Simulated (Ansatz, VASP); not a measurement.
**One calculation of PN, two programs**

```
P N
1.0
     2.65737    0.00000    0.00000
     0.00000    2.65737    0.00000
     0.00000    0.00000    2.62701
P N
1 1
Direct
  0.00000 0.00000 0.50000
  0.50000 0.50000 0.50000
```

Alike in both runs: functional PBE; dispersion D3(BJ); k mesh 6 × 6 × 4; occupations gaussian, width 0.1 eV; no spin polarisation.

Ansatz relaxed the structure, and its values are those at the end. VASP's run is a single point on that final structure, the one shown.

```csv
,VASP,Ansatz
version,VASP 6.6.1,Ansatz 0.2.0
potentials or method,"VASP PAW PBE potentials, release 64 (P, N), cutoff 520 eV","scalar-relativistic, plane waves, PAW"
valence electrons in the cell,10,10
```

|  | VASP | Ansatz | Ansatz less VASP |
| --- | --- | --- | --- |
| gap on the k mesh at the Fermi level (eV) | none | none | - |
| pressure (GPa) | -0.9 | -0.3 | +0.62 |

A gap of «none» marks a metal or a gap that the smearing closes.

The k mesh is coarse, so the values compare programs but aren't converged.
